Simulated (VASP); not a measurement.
# HfC (P6_3/mmc) in VASP: notebook

Runs on HfC. Level: PBE. Tasks: single point, relaxation of cell and atoms.

Program: VASP 6.6.1. These are calculated values, not measurements. Logs are shortened: lines on timing, memory, paths and dates and some standing lists are left out, and cuts for length are marked.

## 1. The cell of the first run

It takes space group P6_3/mmc (No. 194, hexagonal). The conventional cell has a = 3.330 Å, b = 3.330 Å, c = 5.226 Å, α = 90.00°, β = 90.00°, γ = 120.00°. Within 3.1 Å of Hf (site symmetry -6m2) lie 6 C at 2.32 Å. C (site symmetry -3m) has 6 Hf at 2.32 Å and 2 C at 2.61 Å within 3.1 Å.

## 2. Single point, PBE

Contents of INCAR:

```
SYSTEM = HfC
PREC     = Accurate       ! precision mode
ENCUT    = 520            ! plane-wave cutoff, eV
EDIFF    = 1E-7           ! SCF threshold, eV
ISMEAR   = 0              ! smearing method
SIGMA    = 0.1            ! smearing width, eV
LREAL    = .False.        ! projectors in reciprocal space
LASPH    = .True.         ! aspherical terms in the spheres
NELM     = 80             ! most SCF steps
ALGO     = Normal         ! electronic algorithm
ISIF     = 2              ! what is computed and relaxed
LWAVE    = .False.        ! write WAVECAR
LCHARG   = .False.        ! write CHGCAR
GGA      = PE             ! functional
NBANDS   = 22             ! bands
```

Contents of KPOINTS:

```
regular mesh
0
Gamma
  18 18 8
  0 0 0
```

Contents of POSCAR:

```
HfC
1.0
    3.3303446625      0.0000000000      0.0000000000
   -1.6651723313      2.8841630811      0.0000000000
    0.0000000000      0.0000000000      5.2258485933
Hf C
2 2
Direct
    0.6666666667      0.3333333333      0.7500000000
    0.3333333333      0.6666666667      0.2500000000
    0.0000000000      0.0000000000      0.0000000000
    0.0000000000      0.0000000000      0.5000000000
```

Potentials or basis: VASP PAW PBE potentials, release 64 (Hf_pv, C).

Launch:

```sh
$ cat potpaw_PBE.64/Hf_pv/POTCAR potpaw_PBE.64/C/POTCAR > POTCAR
$ mpirun -np 1 vasp_std > vasp.out
```

OUTCAR:

```text
SYSTEM = HfC
   PREC = Accurate
   ENCUT = 520
   EDIFF = 1E-7
   ISMEAR = 0
   LREAL = .False.
   LASPH = .True.
   NELM = 80
   ISIF = 2
   GGA = PE

 ion  position               nearest neighbor table
   1  0.667  0.333  0.750-   3 2.32   4 2.32   3 2.32   4 2.32   3 2.32   4 2.32   2 3.24   2 3.24
                             2 3.24   2 3.24   2 3.24   2 3.24
   2  0.333  0.667  0.250-   3 2.32   4 2.32   3 2.32   4 2.32   3 2.32   4 2.32   1 3.24   1 3.24
                             1 3.24   1 3.24   1 3.24   1 3.24
   3  0.000  0.000  0.000-   1 2.32   2 2.32   1 2.32   2 2.32   1 2.32   2 2.32
   4  0.000  0.000  0.500-   1 2.32   2 2.32   1 2.32   2 2.32   1 2.32   2 2.32

  LATTYP: Found a hexagonal cell.
 ALAT       =     3.3303446625
 C/A-ratio  =     1.5691614901

  Lattice vectors:

 A1 = (   3.3303446625,   0.0000000000,   0.0000000000)
 A2 = (  -1.6651723313,   2.8841630811,   0.0000000000)
 A3 = (   0.0000000000,   0.0000000000,   5.2258485933)

Analysis of symmetry for initial positions (statically):
=====================================================================
 Subroutine PRICEL returns:
 Original cell was already a primitive cell.

 Routine SETGRP: Setting up the symmetry group for a
 hexagonal supercell.

 Subroutine GETGRP returns: Found 24 space group operations
 (whereof 12 operations were pure point group operations)
 out of a pool of 24 trial point group operations.

The static configuration has the point symmetry D_3d.
 The point group associated with its full space group is D_6h.

Analysis of symmetry for dynamics (positions and initial velocities):
=====================================================================
 Subroutine PRICEL returns:
 Original cell was already a primitive cell.

 Routine SETGRP: Setting up the symmetry group for a
 hexagonal supercell.

 Subroutine GETGRP returns: Found 24 space group operations
 (whereof 12 operations were pure point group operations)
 out of a pool of 24 trial point group operations.

The dynamic configuration has the point symmetry D_3d.
 The point group associated with its full space group is D_6h.

 Subroutine INISYM returns: Found 24 space group operations
 (whereof 12 operations are pure point group operations),
 and found     1 'primitive' translations

----------------------------------------------------------------------------------------

                                     Primitive cell

  volume of cell :      50.1956

  direct lattice vectors                    reciprocal lattice vectors
     3.330344662  0.000000000  0.000000000     0.300269222  0.173360516  0.000000000
    -1.665172331  2.884163081  0.000000000     0.000000000  0.346721032  0.000000000
     0.000000000  0.000000000  5.225848593     0.000000000  0.000000000  0.191356482

  length of vectors
     3.330344662  3.330344663  5.225848593     0.346721032  0.346721032  0.191356482

  position of ions in fractional coordinates (direct lattice)
     0.666666667  0.333333333  0.750000000
     0.333333333  0.666666667  0.250000000
     0.000000000  0.000000000  0.000000000
     0.000000000  0.000000000  0.500000000

  ion indices of the primitive-cell ions
   primitive index   ion index
                 1           1
                 2           2
                 3           3
                 4           4

----------------------------------------------------------------------------------------

 KPOINTS: regular mesh

Automatic generation of k-mesh.
 Grid dimensions read from file:
 generate k-points for:   18   18    8

 Generating k-lattice:

  Cartesian coordinates                     Fractional coordinates (reciprocal lattice)
     0.016681623  0.009631140  0.000000000     0.055555556 -0.000000000  0.000000000
     0.000000000  0.019262280  0.000000000     0.000000000  0.055555556  0.000000000
     0.000000000  0.000000000  0.023919560     0.000000000  0.000000000  0.125000000

  Length of vectors
     0.019262280  0.019262280  0.023919560

  Shift w.r.t. Gamma in fractional coordinates (k-lattice)
     0.000000000  0.000000000  0.000000000

 Subroutine IBZKPT returns following result:
 ===========================================

 Found    185 irreducible k-points:

 Following reciprocal coordinates:
            Coordinates               Weight
  0.000000  0.000000  0.000000      1.000000
  0.055556  0.000000  0.000000      6.000000
  0.111111  0.000000  0.000000      6.000000
  0.166667  0.000000  0.000000      6.000000
  0.222222  0.000000  0.000000      6.000000
  0.277778  0.000000  0.000000      6.000000
[... 16 lines left out ...]
  0.333333  0.111111  0.000000     12.000000
  0.388889  0.111111  0.000000     12.000000
 [... further k-points ...]
   k-points           NKPTS =    185   k-points in BZ     NKDIM =    185   number of bands    NBANDS=     22
   number of dos      NEDOS =    301   number of ions     NIONS =      4
   total plane-waves  NPLWV =  31360
   dimension x,y,z NGX =    28 NGY =   28 NGZ =   40
   dimension x,y,z NGXF=    56 NGYF=   56 NGZF=   80
   ions per type =               2   2
   NGX,Y,Z   is equivalent  to a cutoff of  13.98, 13.98, 12.72 a.u.
   NGXF,Y,Z  is equivalent  to a cutoff of  27.95, 27.95, 25.45 a.u.
 SYSTEM =  HfC
   PREC   = accura    normal or accurate (medium, high low for compatibility)
   ISTART =      0    job   : 0-new  1-cont  2-samecut
   ICHARG =      2    charge: 1-file 2-atom 10-const
   ISPIN  =      1    spin polarized calculation?
   LNONCOLLINEAR =      F non collinear calculations
   LSORBIT =      F    spin-orbit coupling
   LASPH  =      T    aspherical Exc in radial PAW
   ENCUT  =  520.0 eV  38.22 Ry    6.18 a.u.   6.19  6.19  9.72*2*pi/ulx,y,z
   NELM   =     80;   NELMIN=  2; NELMDL= -5     # of ELM steps
   EDIFF  = 0.1E-06   stopping-criterion for ELM
   LREAL  =      F    real-space projection
   EDIFFG = 0.1E-05   stopping-criterion for IOM
   NSW    =      0    number of steps for IOM
   IBRION =     -1    ionic relax: 0-MD 1-quasi-New 2-CG
   NFREE  =      0    steps in history (QN), initial steepest desc. (CG)
   ISIF   =      2    stress and relaxation
   ISYM   =      2    0-nonsym 1-usesym 2-fastsym
   POTIM  = 0.5000    time-step for ionic-motion
   TEBEG  =    0.0;   TEEND  =   0.0 temperature during run
   PSTRESS=    0.0 pullay stress
   NELECT =      28.0000    total number of electrons
   NUPDOWN=      -1.0000    fix difference up-down
   EMIN   =  10.00;   EMAX   =-10.00  energy-range for DOS
   EFERMI =   0.00;   METHOD = LEGACY
   ISMEAR =     0;   SIGMA  =   0.10  broadening in eV -4-tet -1-fermi 0-gaus
   EFERMI_NEDOS =   21; number of points for ismear=-14 and -15
   IALGO  =     38    algorithm
   IMIX   =      4    mixing-type and parameters
     AMIX     =   0.40;   BMIX     =  1.00
     AMIX_MAG =   1.60;   BMIX_MAG =  1.00
  volume/ion in A,a.u.               =      12.55        84.68
  Fermi-wavevector in a.u.,A,eV,Ry     =   1.347635  2.546661 24.709809  1.816120
  Thomas-Fermi vector in A             =   2.475369
   LORBIT       =      0    0 simple, 1 ext, 2 COOP (PROOUT), +10 PAW based schemes
   GGA     = PE    functional components
   LHFCALC =     F    Hartree Fock is set to
   AEXX    =    0.0000 exact exchange contribution
   IVDW    =     0    specifies the selected vdW correction
   LEPSILON=     F    determine dielectric tensor
   LRPA    =     F    only Hartree local field effects (RPA)
 non-spin polarized calculation
 Gauss-broadening in eV      SIGMA  =   0.10
  energy-cutoff  :      520.00
  volume of cell :       50.20
 maximum number of plane-waves:      1387
 NGX is ok and might be reduce to    28
   NGX = 13   NGY = 13   NGZ = 19

 number of electron      28.0000000 magnetization

 Free energy of the ion-electron system (eV)
  ---------------------------------------------------
  ext. energy  EPLUGINS =         0.00000000
  ---------------------------------------------------
  free energy    TOTEN  =       -41.31034404 eV

  energy without entropy =      -41.30711059  energy(sigma->0) =      -41.30872731

 E-fermi :   6.5316     XC(G=0): -12.2984

 val. band max:        6.4992052117   @ k =   0.2222   0.1111   0.2500
 cond. band min:       6.5317526966   @ k =   0.2778   0.2222   0.2500
 fundamental gap:      0.0325474849
 Fermi energy:         6.5316354204

 k-point     1 :       0.0000    0.0000    0.0000
  band No.  band energies     occupation
      1     -24.1843      2.00000
      2     -23.6024      2.00000
      3     -23.6024      2.00000
      4     -23.5161      2.00000
      5     -23.5161      2.00000
      6     -23.4488      2.00000
[... 14 lines left out ...]
     21      10.4467      0.00000
     22      14.5419      0.00000

 k-point     2 :       0.0556    0.0000    0.0000
  band No.  band energies     occupation
      1     -24.1770      2.00000
      2     -23.6175      2.00000
      3     -23.6083      2.00000
      4     -23.5305      2.00000
      5     -23.5167      2.00000
      6     -23.4514      2.00000
[... 14 lines left out ...]
     21      10.6133      0.00000
     22      14.3911      0.00000

 k-point     3 :       0.1111    0.0000    0.0000
  band No.  band energies     occupation
      1     -24.1555      2.00000
      2     -23.6613      2.00000
      3     -23.6244      2.00000
      4     -23.5712      2.00000
      5     -23.5191      2.00000
      6     -23.4593      2.00000
[... 14 lines left out ...]
     21      11.1568      0.00000
     22      13.9901      0.00000
[... 476 lines left out ...]
 k-point    23 :       0.3333    0.1111    0.0000
  band No.  band energies     occupation
      1     -24.0377      2.00000
      2     -23.8999      2.00000
      3     -23.8993      2.00000
      4     -23.7591      2.00000
      5     -23.5960      2.00000
      6     -23.5886      2.00000
[... 14 lines left out ...]
     21      12.5000      0.00000
     22      13.2122      0.00000

 k-point    24 :       0.3889    0.1111    0.0000
  band No.  band energies     occupation
      1     -24.0777      2.00000
      2     -23.9217      2.00000
      3     -23.8567      2.00000
      4     -23.7807      2.00000
      5     -23.6181      2.00000
      6     -23.6029      2.00000
[... 14 lines left out ...]
     21      12.5591      0.00000
     22      13.0326      0.00000

 [... further k-points ...]

------------------------ aborting loop because EDIFF is reached ----------------------------------------

  FORCE on cell =-STRESS in cart. coord.  units (eV):
  Direction    XX          YY          ZZ          XY          YZ          ZX
  --------------------------------------------------------------------------------------
  -------------------------------------------------------------------------------------
  Total       -0.2225447     -0.2225447     -0.2210125      0.0000000      0.0000000      0.0000000
  in kB       -7.1033308     -7.1033308     -7.0544248      0.0000000      0.0000000      0.0000000
  external PRESSURE =      -7.0870288 kB  Pullay stress =       0.0000000 kB

 VOLUME and BASIS-vectors are now :
 -----------------------------------------------------------------------------
  energy-cutoff  :      520.00
  volume of cell :       50.20
      direct lattice vectors                 reciprocal lattice vectors
     3.330344662  0.000000000  0.000000000     0.300269222  0.173360516  0.000000000
    -1.665172331  2.884163081  0.000000000     0.000000000  0.346721032  0.000000000
     0.000000000  0.000000000  5.225848593     0.000000000  0.000000000  0.191356482

 POSITION                                       TOTAL-FORCE (eV/Angst)
 -----------------------------------------------------------------------------------
      1.66517      0.96139      3.91939         0.000000      0.000000      0.000000
     -0.00000      1.92278      1.30646        -0.000000      0.000000      0.000000
      0.00000      0.00000      0.00000         0.000000      0.000000      0.000000
      0.00000      0.00000      2.61292         0.000000      0.000000      0.000000
 -----------------------------------------------------------------------------------
    total drift:                                0.000000     -0.000000      0.000000

  FREE ENERGIE OF THE ION-ELECTRON SYSTEM (eV)
  ---------------------------------------------------
  free  energy   TOTEN  =       -41.3103440407 eV

  energy  without entropy=      -41.3071105883  energy(sigma->0) =      -41.30872731
```

Wall time 3.3 min (1 thread of Intel Xeon Platinum 8259CL at 2.50GHz (Skylake/Cascade Lake), shared host); peak memory 0.31 GiB.

What came out:

```yaml
Free_energy: -41.3103 eV
Pressure: -0.7 GPa
Band_gap_on_the_k_mesh: zero (bands 14 and 15 overlap by 1.47 eV)
```

Caveat: spin-orbit coupling is left out, which moves the levels of the heavy elements.

## 3. Relaxation of cell and atoms, PBE

This run uses another cell than the first one, of 12.26 Å³/atom.

Contents of INCAR:

```
SYSTEM = HfC
ALGO = Normal
EDIFF = 1E-6
EDIFFG = -0.01
ENCUT = 600
GGA = PE
IBRION = 2
ISIF = 3
ISMEAR = 0
LASPH = .True.
LCHARG = .False.
LREAL = .False.
LWAVE = .False.
NELM = 100
NSW = 80
PREC = Accurate
SIGMA = 0.1
```

Contents of KPOINTS:

```
k-points
0
Gamma
  18 18 8
  0 0 0
```

Contents of POSCAR:

```
HfC
1.0
    3.2019924580      0.0000000000      0.0000000000
   -1.6009962290      2.7730068113      0.0000000000
    0.0000000000      0.0000000000      5.5243588980
Hf C
2 2
Direct
    0.6666666667      0.3333333333      0.7500000000
    0.3333333333      0.6666666667      0.2500000000
    0.0000000000      0.0000000000      0.0000000000
    0.0000000000      0.0000000000      0.5000000000
```

Potentials or basis: VASP PAW PBE potentials, release 64 (Hf_pv, C).

Launch:

```sh
$ cat potpaw_PBE.64/Hf_pv/POTCAR potpaw_PBE.64/C/POTCAR > POTCAR
$ mpirun -np 1 vasp_std > vasp.out
```

It took 13 min on 1 thread of Intel Xeon Platinum 8259CL at 2.50GHz (Skylake/Cascade Lake), shared host; peak memory 0.34 GiB.

The run converged. Its results:

| Property | Result |
| --- | --- |
| Free energy | -41.3121 eV |
| Relaxed volume | 12.50 Å³/atom |
| Relaxed cell | a = 3.327 Å, b = 3.327 Å, c = 5.218 Å, α = 90.00°, β = 90.00°, γ = 120.00° |
| Space group after relaxing (to 0.1 Å) | P6_3/mmc (No. 194) |
| Energy gained by relaxing | 51.7 meV/atom |
| Ionic steps | 8 |
| Pressure after relaxing | 0.0 GPa |
| Band gap on the k mesh | zero (bands 14 and 15 overlap by 1.48 eV) |

The path:
```
step  energy change (eV)  largest force (eV/Å)  pressure (GPa)  volume (Å³)
   1              0.0000                0.0000            5.53        49.05
   2             -0.1468                0.0000           -8.35        52.02
   3             -0.1577                0.0000           -5.54        51.35
   4             -0.1933                0.0000            3.63        49.26
   5             -0.2066                0.0000            0.33        49.97
   6             -0.2066                0.0000            0.44        49.94
   7             -0.2068                0.0000           -0.20        50.07
   8             -0.2068                0.0000            0.05        50.02
```

Final structure:
```
Hf C
1.0
     3.32696    0.00000    0.00000
    -1.66348    2.88123    0.00000
     0.00000    0.00000    5.21800
Hf C
2 2
Direct
  0.66667 0.33333 0.75000
  0.33333 0.66667 0.25000
  0.00000 0.00000 0.00000
  0.00000 0.00000 0.50000
```

Levels at points of the mesh, in eV from the Fermi level:
| k point | band 10 | band 11 | band 12 | band 13 | band 14 | band 15 | band 16 | band 17 | band 18 |
| --- | --- | --- | --- | --- | --- | --- | --- | --- | --- |
| (0.00, 0.00, 0.00) | -3.18 | -3.18 | -1.31 | -1.31 | 0.91 | 1.36 | 1.36 | 1.88 | 2.12 |
| (0.50, 0.00, 0.00) | -4.16 | -3.58 | -3.44 | -1.88 | -1.20 | 1.26 | 4.25 | 4.65 | 4.72 |
| (0.00, 0.00, 0.50) | -3.24 | -2.74 | -2.74 | -2.74 | -2.74 | 3.89 | 3.89 | 3.89 | 3.94 |
| (0.50, 0.00, 0.50) | -4.53 | -3.16 | -3.16 | -2.49 | -2.49 | 1.20 | 1.20 | 4.68 | 4.68 |

Caveat: spin-orbit coupling is left out, which moves the levels of the heavy elements.
